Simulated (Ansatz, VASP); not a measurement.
## Two plane-wave programs on Nb

Contents of INCAR:

```
  ALGO = Normal
  EDIFF = 1E-6
  ENCUT = 520
  GGA = CA
  ISIF = 2
  ISMEAR = -1
  LASPH = T
  LCHARG = F
  LREAL = F
  LWAVE = F
  NBANDS = 20
  NELM = 60
  PREC = Accurate
  SIGMA = 0.1
```

KPOINTS

```
k-points
0
Gamma
  11 11 11
```

The input POSCAR:

```
Nb
1.0
    0.0000000000      2.7993964480      2.7993964480
    2.7993964480      0.0000000000      2.7993964480
    2.7993964480      2.7993964480      0.0000000000
Nb
2
Direct
    0.1250000000      0.1250000000      0.1250000000
    0.8750000000      0.8750000000      0.8750000000
```

Input for Ansatz:

```yaml
crystal:
  lattice:
    - [0.0, 2.799396448, 2.799396448]
    - [2.799396448, 0.0, 2.799396448]
    - [2.799396448, 2.799396448, 0.0]
  atoms:
    - { symbol: Nb, position: [0.125, 0.125, 0.125] }
    - { symbol: Nb, position: [0.875, 0.875, 0.875] }
hamiltonian:
  xc: lda
  pseudopotentials:
    kind: paw
    azcp:
      Nb: "pseudopotentials/Nb.paw.azcp"
basis:
  ecutwfc: 420
  fft_grid_basis: typed
kpoints:
  mp_grid: { grid: [11, 11, 11], shift: [0, 0, 0] }
magnetization:
  spin_polarized: false
scf:
  occupations: { method: fermi_dirac, width: 0.1 }
  lower_state_search: "off"
output:
  stress: true
```

Alike in both runs: task single point; functional LDA; k mesh 11 × 11 × 11; occupations fermi-dirac, width 0.1 eV; no spin polarisation.

|  | VASP | Ansatz |
| --- | --- | --- |
| version | VASP 6.6.1 | Ansatz 0.2.0 |
| potentials or method | VASP PAW LDA potentials, release 64 (Nb_sv), cutoff 520 eV | plane waves (420 eV) with PAW, scalar-relativistic |
| valence electrons in the cell | 26 | 26 |

VASP gave:

```
pressure (GPa) : 8.2
```

Question: Which values does Ansatz return?

Answer: Pressure (GPa): 8.1.

Ansatz warns that its potentials were made for another functional, while VASP's fit it. LDA's correlation is that of Perdew and Zunger in VASP and of Perdew and Wang (1992) in Ansatz.
